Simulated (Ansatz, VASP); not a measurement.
**One calculation of NaH, two programs**

INCAR

```
ALGO = Normal ; EDIFF = 1E-6
ENCUT = 520 ; GGA = PE
ISIF = 2 ; ISMEAR = -1
LASPH = True ; LCHARG = False
LREAL = False ; LWAVE = False
NBANDS = 11 ; NELM = 80
PREC = Accurate ; SIGMA = 0.02
```

The input KPOINTS:

```
k-points
0
Gamma
  10 10 10
```

File POSCAR:

```
NaH
1.0
   -0.0059937807      2.3975122885      2.3975122885
    2.3975122885     -0.0059937807      2.3975122885
    2.3915185078      2.3915185078      0.0000000000
Na H
1 1
Direct
    0.0000000000      0.0000000000      0.0000000000
    0.5000000000      0.5000000000      0.5000000000
```

Input for Ansatz:

```yaml
crystal:
  lattice:
    - [-0.0059937807, 2.3975122885, 2.3975122885]
    - [2.3975122885, -0.0059937807, 2.3975122885]
    - [2.3915185078, 2.3915185078, 0.0]
  atoms:
    - { symbol: Na, position: [0.0, 0.0, 0.0] }
    - { symbol: H, position: [0.5, 0.5, 0.5] }
kpoints:
  mp_grid: { grid: [10, 10, 10] }
  band_path:
    path:
      - [0.0, 0.0, 0.0]
      - [0.5, 0.0, 0.5]
      - [0.625, 0.25, 0.625]
      - [0.375, 0.375, 0.75]
      - [0.5, 0.5, 0.5]
      - [0.5, 0.25, 0.75]
      - [0.25, 0.497396, -0.252604]
      - [0.0, 0.5, 0.0]
    npoints: 1
hamiltonian:
  xc: pbe
scf:
  occupations: { method: fermi_dirac, width: 0.02 }
  n_extra_bands: 4
output:
  forces: true
  stress: true
  eigenvalues: true
```

Change from the starting cell: shear_xy strain -0.5%.

Alike in both runs: task single point; functional PBE; k mesh 10 × 10 × 10; occupations fermi-dirac, width 0.02 eV; no spin polarisation.

```csv
,VASP,Ansatz
version,VASP 6.6.1,Ansatz 0.2.0
potentials or method,"VASP PAW PBE potentials, release 64 (Na_pv, H)","plane waves, PAW"
plane-wave cutoff (eV),520,420
valence electrons in the cell,8,10
```

```tsv
	VASP	Ansatz	Ansatz less VASP
gap on the k mesh at the Fermi level (eV)	3.80	3.80	+0.002
pressure (GPa)	0.5	0.6	+0.03
traceless stress, the component that is largest in VASP (GPa)	0.11	0.11	0.000
```

The functional is the same, so the differences come from potentials, cutoffs and numerics. VASP's potentials hold 8 valence electrons a cell and Ansatz's 10, so a difference there can come from the potentials and not from the codes.
